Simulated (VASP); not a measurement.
# Si2W (I4/mmm) in VASP: further runs

Runs on Si2W. Level: PBE. Tasks: single point.

Everything below comes from runs of VASP 6.6.1. Logs are shortened: lines on timing, memory, paths and dates and some standing lists are left out, and cuts for length are marked.

**1. The cell of the first run**

Symmetry: I4/mmm, No. 139, tetragonal system. Conventional cell: a = 3.317 Å, b = 3.317 Å, c = 7.158 Å, α = 90.00°, β = 90.00°, γ = 90.00°. Within 3.1 Å of Si (site symmetry 4mm) lie 5 Si at 2.37 to 2.64 Å and 5 W at 2.39 to 2.63 Å. Within 3.4 Å of W (site symmetry 4/mmm) lie 10 Si at 2.39 to 2.63 Å and 4 W at 3.32 Å.

**2. Single point, PBE (13.13 Å³/atom)**

Input file INCAR:

```
SYSTEM = Si2W
PREC = Accurate
ENCUT = 520
EDIFF = 1E-7
ISMEAR = 0
SIGMA = 0.15
LREAL = .FALSE.
LASPH = .TRUE.
NELM = 60
ALGO = Normal
ISIF = 2
LWAVE = .FALSE.
LCHARG = .FALSE.
GGA = PE
NBANDS = 18
```

Input file KPOINTS:

```
Automatic mesh
0
G
  18 18 18
  0 0 0
```

Input file POSCAR:

```
Si2W
1.0
   -1.6585623832      1.6585623832      3.5790117667
    1.6585623832     -1.6585623832      3.5790117667
    1.6585623832      1.6585623832     -3.5790117667
Si W
2 1
Direct
    0.3345726944      0.3345726944      0.0000000000
    0.6654273056      0.6654273056      0.0000000000
    0.0000000000      0.0000000000      0.0000000000
```

Potentials or basis: VASP PAW PBE potentials, release 64 (Si, W_sv).

Command:

```
cat potpaw_PBE.64/Si/POTCAR potpaw_PBE.64/W_sv/POTCAR > POTCAR
mpirun -np 1 vasp_std > vasp.out
```

OUTCAR:

```text
SYSTEM = Si2W
   PREC = Accurate
   ENCUT = 520
   EDIFF = 1E-7
   ISMEAR = 0
   LREAL = .FALSE.
   LASPH = .TRUE.
   NELM = 60
   ISIF = 2
   GGA = PE

 ion  position               nearest neighbor table
   1  0.335  0.335  0.000-   2 2.37   3 2.39   3 2.63   3 2.63   3 2.63   3 2.63   2 2.64   2 2.64
                             2 2.64   2 2.64
   2  0.665  0.665  0.000-   1 2.37   3 2.39   3 2.63   3 2.63   3 2.63   3 2.63   1 2.64   1 2.64
                             1 2.64   1 2.64
   3  0.000  0.000  0.000-   1 2.39   2 2.39   2 2.63   1 2.63   2 2.63   2 2.63   2 2.63   1 2.63
                             1 2.63   1 2.63

  LATTYP: Found a body centered tetragonal cell.
 ALAT       =     3.3171247664
 C/A-ratio  =     2.1579000000

  Lattice vectors:

 A1 = (  -1.6585623832,   1.6585623832,   3.5790117667)
 A2 = (   1.6585623832,  -1.6585623832,   3.5790117667)
 A3 = (   1.6585623832,   1.6585623832,  -3.5790117667)

Analysis of symmetry for initial positions (statically):
=====================================================================
 Subroutine PRICEL returns:
 Original cell was already a primitive cell.

 Routine SETGRP: Setting up the symmetry group for a
 body centered tetragonal supercell.

 Subroutine GETGRP returns: Found 16 space group operations
 (whereof 16 operations were pure point group operations)
 out of a pool of 16 trial point group operations.

The static configuration has the point symmetry D_4h.

Analysis of symmetry for dynamics (positions and initial velocities):
=====================================================================
 Subroutine PRICEL returns:
 Original cell was already a primitive cell.

 Routine SETGRP: Setting up the symmetry group for a
 body centered tetragonal supercell.

 Subroutine GETGRP returns: Found 16 space group operations
 (whereof 16 operations were pure point group operations)
 out of a pool of 16 trial point group operations.

The dynamic configuration has the point symmetry D_4h.

 Subroutine INISYM returns: Found 16 space group operations
 (whereof 16 operations are pure point group operations),
 and found     1 'primitive' translations

----------------------------------------------------------------------------------------

                                     Primitive cell

  volume of cell :      39.3810

  direct lattice vectors                    reciprocal lattice vectors
    -1.658562383  1.658562383  3.579011767     0.000000000  0.301465899  0.139703369
     1.658562383 -1.658562383  3.579011767     0.301465899  0.000000000  0.139703369
     1.658562383  1.658562383 -3.579011767     0.301465899  0.301465899  0.000000000

  length of vectors
     4.279133509  4.279133509  4.279133509     0.332263028  0.332263028  0.426337163

  position of ions in fractional coordinates (direct lattice)
     0.334572694  0.334572694  0.000000000
     0.665427306  0.665427306  0.000000000
     0.000000000  0.000000000  0.000000000

  ion indices of the primitive-cell ions
   primitive index   ion index
                 1           1
                 2           2
                 3           3

----------------------------------------------------------------------------------------

 KPOINTS: Automatic mesh

Automatic generation of k-mesh.
 Grid dimensions read from file:
 generate k-points for:   18   18   18

 Generating k-lattice:

  Cartesian coordinates                     Fractional coordinates (reciprocal lattice)
     0.000000000  0.016748106  0.007761298     0.055555556  0.000000000  0.000000000
     0.016748106  0.000000000  0.007761298     0.000000000  0.055555556  0.000000000
     0.016748106  0.016748106  0.000000000     0.000000000  0.000000000  0.055555556

  Length of vectors
     0.018459057  0.018459057  0.023685398

  Shift w.r.t. Gamma in fractional coordinates (k-lattice)
     0.000000000  0.000000000  0.000000000

 Subroutine IBZKPT returns following result:
 ===========================================

 Found    480 irreducible k-points:

 Following reciprocal coordinates:
            Coordinates               Weight
  0.000000  0.000000  0.000000      1.000000
  0.055556  0.000000  0.000000      8.000000
  0.111111  0.000000  0.000000      8.000000
  0.166667  0.000000  0.000000      8.000000
  0.222222  0.000000  0.000000      8.000000
  0.277778  0.000000  0.000000      8.000000
[... 16 lines left out ...]
 -0.277778  0.055556 -0.000000     16.000000
 -0.222222  0.055556 -0.000000     16.000000
 [... further k-points ...]
   k-points           NKPTS =    480   k-points in BZ     NKDIM =    480   number of bands    NBANDS=     18
   number of dos      NEDOS =    301   number of ions     NIONS =      3
   total plane-waves  NPLWV =  32768
   dimension x,y,z NGX =    32 NGY =   32 NGZ =   32
   dimension x,y,z NGXF=    64 NGYF=   64 NGZF=   64
   ions per type =               2   1
   NGX,Y,Z   is equivalent  to a cutoff of  12.43, 12.43, 12.43 a.u.
   NGXF,Y,Z  is equivalent  to a cutoff of  24.86, 24.86, 24.86 a.u.
 SYSTEM =  Si2W
   PREC   = accura    normal or accurate (medium, high low for compatibility)
   ISTART =      0    job   : 0-new  1-cont  2-samecut
   ICHARG =      2    charge: 1-file 2-atom 10-const
   ISPIN  =      1    spin polarized calculation?
   LNONCOLLINEAR =      F non collinear calculations
   LSORBIT =      F    spin-orbit coupling
   LASPH  =      T    aspherical Exc in radial PAW
   ENCUT  =  520.0 eV  38.22 Ry    6.18 a.u.   7.96  7.96  7.96*2*pi/ulx,y,z
   NELM   =     60;   NELMIN=  2; NELMDL= -5     # of ELM steps
   EDIFF  = 0.1E-06   stopping-criterion for ELM
   LREAL  =      F    real-space projection
   EDIFFG = 0.1E-05   stopping-criterion for IOM
   NSW    =      0    number of steps for IOM
   IBRION =     -1    ionic relax: 0-MD 1-quasi-New 2-CG
   NFREE  =      0    steps in history (QN), initial steepest desc. (CG)
   ISIF   =      2    stress and relaxation
   ISYM   =      2    0-nonsym 1-usesym 2-fastsym
   POTIM  = 0.5000    time-step for ionic-motion
   TEBEG  =    0.0;   TEEND  =   0.0 temperature during run
   PSTRESS=    0.0 pullay stress
   NELECT =      22.0000    total number of electrons
   NUPDOWN=      -1.0000    fix difference up-down
   EMIN   =  10.00;   EMAX   =-10.00  energy-range for DOS
   EFERMI =   0.00;   METHOD = LEGACY
   ISMEAR =     0;   SIGMA  =   0.15  broadening in eV -4-tet -1-fermi 0-gaus
   EFERMI_NEDOS =   21; number of points for ismear=-14 and -15
   IALGO  =     38    algorithm
   IMIX   =      4    mixing-type and parameters
     AMIX     =   0.40;   BMIX     =  1.00
     AMIX_MAG =   1.60;   BMIX_MAG =  1.00
  volume/ion in A,a.u.               =      13.13        88.59
  Fermi-wavevector in a.u.,A,eV,Ry     =   1.348301  2.547919 24.734238  1.817915
  Thomas-Fermi vector in A             =   2.475981
   LORBIT       =      0    0 simple, 1 ext, 2 COOP (PROOUT), +10 PAW based schemes
   GGA     = PE    functional components
   LHFCALC =     F    Hartree Fock is set to
   AEXX    =    0.0000 exact exchange contribution
   IVDW    =     0    specifies the selected vdW correction
   LEPSILON=     F    determine dielectric tensor
   LRPA    =     F    only Hartree local field effects (RPA)
 non-spin polarized calculation
 Gauss-broadening in eV      SIGMA  =   0.15
  energy-cutoff  :      520.00
  volume of cell :       39.38
 maximum number of plane-waves:      1082
   NGX = 15   NGY = 15   NGZ = 15

 number of electron      22.0000002 magnetization

 Free energy of the ion-electron system (eV)
  ---------------------------------------------------
  ext. energy  EPLUGINS =         0.00000000
  ---------------------------------------------------
  free energy    TOTEN  =       -24.11736773 eV

  energy without entropy =      -24.11350115  energy(sigma->0) =      -24.11543444

 E-fermi :  12.0455     XC(G=0): -12.6304

 val. band max:       12.0421719319   @ k =  -0.3889   0.5000   0.3889
 cond. band min:      12.0555653887   @ k =  -0.4444  -0.4444   0.3889
 fundamental gap:      0.0133934567
 Fermi energy:        12.0455494069

 k-point     1 :       0.0000    0.0000    0.0000
  band No.  band energies     occupation
      1     -61.4919      2.00000
      2     -25.8328      2.00000
      3     -25.8328      2.00000
      4     -25.7377      2.00000
      5      -1.9742      2.00000
      6       5.5937      2.00000
[... 10 lines left out ...]
     17      18.8495      0.00000
     18      18.8495      0.00000

 k-point     2 :       0.0556    0.0000    0.0000
  band No.  band energies     occupation
      1     -61.4918      2.00000
      2     -25.8377      2.00000
      3     -25.8324      2.00000
      4     -25.7376      2.00000
      5      -1.9159      2.00000
      6       5.5967      2.00000
[... 10 lines left out ...]
     17      18.8061      0.00000
     18      18.9823      0.00000

 k-point     3 :       0.1111    0.0000    0.0000
  band No.  band energies     occupation
      1     -61.4913      2.00000
      2     -25.8520      2.00000
      3     -25.8312      2.00000
      4     -25.7375      2.00000
      5      -1.7425      2.00000
      6       5.5925      2.00000
[... 10 lines left out ...]
     17      18.6833      0.00000
     18      19.2892      0.00000

 k-point     4 :       0.1667    0.0000    0.0000
  band No.  band energies     occupation
      1     -61.4907      2.00000
      2     -25.8737      2.00000
      3     -25.8293      2.00000
      4     -25.7373      2.00000
      5      -1.4576      2.00000
      6       5.5300      2.00000
[... 10 lines left out ...]
     17      18.5361      0.00000
     18      19.6866      0.00000

 k-point     5 :       0.2222    0.0000    0.0000
  band No.  band energies     occupation
      1     -61.4899      2.00000
      2     -25.9003      2.00000
      3     -25.8271      2.00000
      4     -25.7370      2.00000
      5      -1.0674      2.00000
      6       5.3064      2.00000
[... 10 lines left out ...]
     17      18.6023      0.00000
     18      20.2217      0.00000

 k-point     6 :       0.2778    0.0000    0.0000
  band No.  band energies     occupation
      1     -61.4890      2.00000
      2     -25.9284      2.00000
      3     -25.8247      2.00000
      4     -25.7367      2.00000
      5      -0.5804      2.00000
      6       4.8577      2.00000
[... 10 lines left out ...]
     17      19.0710      0.00000
     18      20.9289      0.00000

 k-point     7 :       0.3333    0.0000   -0.0000
  band No.  band energies     occupation
      1     -61.4881      2.00000
      2     -25.9547      2.00000
      3     -25.8225      2.00000
      4     -25.7364      2.00000
      5      -0.0074      2.00000
      6       4.2506      2.00000
[... 10 lines left out ...]
     17      19.4917      0.00000
     18      21.1549      0.00000

 k-point     8 :       0.3889   -0.0000    0.0000
  band No.  band energies     occupation
      1     -61.4875      2.00000
      2     -25.9760      2.00000
      3     -25.8206      2.00000
      4     -25.7362      2.00000
      5       0.6381      2.00000
      6       3.5600      2.00000
[... 10 lines left out ...]
     17      19.6009      0.00000
     18      20.4862      0.00000
[... 229 lines left out ...]
     17      19.6643      0.00000
     18      19.8330      0.00000

 k-point    20 :      -0.4444    0.0556   -0.0000
  band No.  band energies     occupation
      1     -61.4869      2.00000
      2     -25.9891      2.00000
      3     -25.8240      2.00000
      4     -25.7351      2.00000
      5       1.2440      2.00000
      6       2.9924      2.00000
[... 10 lines left out ...]
     17      19.7319      0.00000
     18      20.3166      0.00000

 k-point    21 :      -0.3889    0.0556   -0.0000
  band No.  band energies     occupation
      1     -61.4873      2.00000
      2     -25.9752      2.00000
      3     -25.8252      2.00000
      4     -25.7349      2.00000
      5       0.5555      2.00000
      6       3.7302      2.00000
[... 10 lines left out ...]
     17      19.8599      0.00000
     18      20.8330      0.00000

 k-point    22 :      -0.3333    0.0556    0.0000
  band No.  band energies     occupation
      1     -61.4880      2.00000
      2     -25.9539      2.00000
      3     -25.8270      2.00000
      4     -25.7348      2.00000
      5      -0.0745      2.00000
      6       4.4397      2.00000
[... 10 lines left out ...]
     17      19.7449      0.00000
     18      20.4039      0.00000

 k-point    23 :      -0.2778    0.0556   -0.0000
  band No.  band energies     occupation
      1     -61.4888      2.00000
      2     -25.9276      2.00000
      3     -25.8293      2.00000
      4     -25.7350      2.00000
      5      -0.6294      2.00000
      6       5.0870      2.00000
[... 10 lines left out ...]
     17      18.9871      0.00000
     18      20.4642      0.00000

 k-point    24 :      -0.2222    0.0556   -0.0000
  band No.  band energies     occupation
      1     -61.4897      2.00000
      2     -25.8996      2.00000
      3     -25.8318      2.00000
      4     -25.7354      2.00000
      5      -1.0965      2.00000
      6       5.5692      2.00000
[... 10 lines left out ...]
     17      18.5127      0.00000
     18      20.3492      0.00000

 [... further k-points ...]

------------------------ aborting loop because EDIFF is reached ----------------------------------------

  FORCE on cell =-STRESS in cart. coord.  units (eV):
  Direction    XX          YY          ZZ          XY          YZ          ZX
  --------------------------------------------------------------------------------------
  -------------------------------------------------------------------------------------
  Total       -1.2713121     -1.2713121     15.3109694      0.0000000      0.0000000      0.0000000
  in kB      -51.7220845    -51.7220845    622.9117624      0.0000000      0.0000000      0.0000000
  external PRESSURE =     173.1558644 kB  Pullay stress =       0.0000000 kB

 VOLUME and BASIS-vectors are now :
 -----------------------------------------------------------------------------
  energy-cutoff  :      520.00
  volume of cell :       39.38
      direct lattice vectors                 reciprocal lattice vectors
    -1.658562383  1.658562383  3.579011767     0.000000000  0.301465899  0.139703369
     1.658562383 -1.658562383  3.579011767     0.301465899  0.000000000  0.139703369
     1.658562383  1.658562383 -3.579011767     0.301465899  0.301465899  0.000000000

 POSITION                                       TOTAL-FORCE (eV/Angst)
 -----------------------------------------------------------------------------------
      0.00000      0.00000      2.39488         0.000000      0.000000      0.162731
      0.00000      0.00000      4.76314         0.000000      0.000000     -0.162731
      0.00000      0.00000      0.00000        -0.000000     -0.000000     -0.000000
 -----------------------------------------------------------------------------------
    total drift:                               -0.000000      0.000000      0.000000

  FREE ENERGIE OF THE ION-ELECTRON SYSTEM (eV)
  ---------------------------------------------------
  free  energy   TOTEN  =       -24.1173677322 eV

  energy  without entropy=      -24.1135011472  energy(sigma->0) =      -24.11543444
```

Run time: 1.9 min. Hardware: 1 thread of Intel Xeon 6975P-C (Granite Rapids), shared host; peak memory 0.42 GiB.

What came out:

| Quantity | Value |
| --- | --- |
| Free energy | -24.1174 eV |
| Pressure | 17.3 GPa |
| Largest force | 0.163 eV/Å |
| Band gap on the k mesh | zero (bands 11 and 12 overlap by 0.57 eV) |

Forces on the atoms (eV/Å):
```
Si   0.000  0.000  0.163
Si   0.000  0.000 -0.163
W    0.000  0.000  0.000
```

Caveat: the cell stands under pressure; spin-orbit coupling is left out, which moves the levels of the heavy elements.

**3. Single point, PBE (13.13 Å³/atom)**

Input file INCAR:

```
PREC = Accurate
ENCUT = 520
EDIFF = 1E-6
ISMEAR = 0
SIGMA = 0.15
LREAL = F
LASPH = T
NELM = 60
ALGO = Normal
ISIF = 2
LWAVE = F
LCHARG = T
GGA = PE
LELF = T
LVHAR = T
NBANDS = 18
```

Input file KPOINTS:

```
regular mesh
0
Gamma
  18 18 18
```

Input file POSCAR:

```
Si2W
1.0
   -1.5296956550      1.5296956550      4.2074278992
    1.5296956550     -1.5296956550      4.2074278992
    1.5296956550      1.5296956550     -4.2074278992
Si W
2 1
Direct
    0.3345726944      0.3345726944      0.0000000000
    0.6654273056      0.6654273056      0.0000000000
    0.0000000000      0.0000000000      0.0000000000
```

Potentials or basis: VASP PAW PBE potentials, release 64 (Si, W_sv).

Command:

```
cat potpaw_PBE.64/Si/POTCAR potpaw_PBE.64/W_sv/POTCAR > POTCAR
mpirun -np 1 vasp_std > vasp.out
```

Wall time 2.5 min (1 thread of Intel Xeon 6975P-C (Granite Rapids), shared host); peak memory 0.45 GiB.

The run converged. Its results:

```
Free energy            : -24.3256 eV
Pressure               : 10.7 GPa
Largest force          : 0.074 eV/Å
Band gap on the k mesh : zero (bands 11 and 12 overlap by 1.93 eV)
```

Forces in eV/Å, atoms in the order of the input:
```
Si   0.000  0.000 -0.074
Si   0.000  0.000  0.074
W    0.000  0.000  0.000
```

Stress tensor (GPa, compression positive):
```
 24.52   0.00   0.00
  0.00  24.52   0.00
  0.00   0.00 -16.88
```

Levels at points of the mesh, in eV from the Fermi level:
```
           k point  band 8  band 9  band 10  band 11  band 12  band 13  band 14  band 15
(0.00, 0.00, 0.00)   -3.72   -2.39    -2.39     1.32     2.88     3.43     3.67     3.96
(0.50, 0.00, 0.00)   -5.21   -3.25    -2.29    -0.14     2.67     2.85     3.56     3.86
(0.50, 0.50, 0.00)   -5.47   -4.98    -4.21    -1.70     1.75     2.43     2.81     3.76
(0.50, 0.50, 0.50)   -2.81   -0.66    -0.66    -0.06    -0.06     1.41     2.37     4.67
```

Caveat: the cell stands under pressure; spin-orbit coupling is left out, which moves the levels of the heavy elements.

**4. Single point, PBE (12.58 Å³/atom)**

This run uses another cell than the first one, of 12.58 Å³/atom.

Input file INCAR:

```
SYSTEM = Si2W
PREC = Accurate ; ENCUT = 520
EDIFF = 1E-6 ; ISMEAR = 0
SIGMA = 0.15 ; LREAL = .FALSE.
LASPH = .TRUE. ; NELM = 80
ALGO = Normal ; ISIF = 2
LWAVE = .FALSE. ; LCHARG = .FALSE.
GGA = PE ; NBANDS = 18
```

Input file KPOINTS:

```
regular mesh
0
G
  18 18 18
  0 0 0
```

Input file POSCAR:

```
Si2W
1.0
   -1.4779592555      1.4779592555      4.3193359242
    1.4779592555     -1.4779592555      4.3193359242
    1.4779592555      1.4779592555     -4.3193359242
Si W
2 1
Direct
    0.3345726944      0.3345726944      0.0000000000
    0.6654273056      0.6654273056      0.0000000000
    0.0000000000      0.0000000000      0.0000000000
```

Command:

```
cat potpaw_PBE.64/Si/POTCAR potpaw_PBE.64/W_sv/POTCAR > POTCAR
mpirun -np 1 vasp_std > vasp.out
```

Wall time 12 min (1 thread of Intel Xeon 8259CL, shared host); peak memory 0.45 GiB.

It converged, with:

```
Free energy            : -23.6565 eV
Pressure               : 25.0 GPa
Largest force          : 0.219 eV/Å
Band gap on the k mesh : zero (bands 11 and 12 overlap by 2.59 eV)
```

Forces in eV/Å, atoms in the order of the input:
```
Si   0.000  0.000 -0.219
Si   0.000  0.000  0.219
W    0.000  0.000  0.000
```

Stress tensor (GPa, compression positive):
```
 44.32   0.00   0.00
  0.00  44.32   0.00
  0.00   0.00 -13.75
```

Levels at points of the mesh, in eV from the Fermi level:
```tsv
k point	band 7	band 8	band 9	band 10	band 11	band 12	band 13	band 14	band 15	band 16
(0.00, 0.00, 0.00)	-6.12	-4.07	-2.17	-2.17	1.80	2.70	2.81	4.39	4.55	4.55
(0.50, 0.00, 0.00)	-6.90	-5.42	-3.65	-2.07	0.04	2.08	2.20	4.13	4.49	6.44
(0.50, 0.50, 0.00)	-6.22	-5.39	-5.07	-4.79	-1.68	1.39	1.69	2.48	4.00	4.41
(0.50, 0.50, 0.50)	-4.34	-3.32	-0.69	-0.69	0.41	0.41	1.39	1.87	5.21	5.32
```

Caveat: the cell stands under pressure; spin-orbit coupling is left out, which moves the levels of the heavy elements.

[end of part 1 of 2]
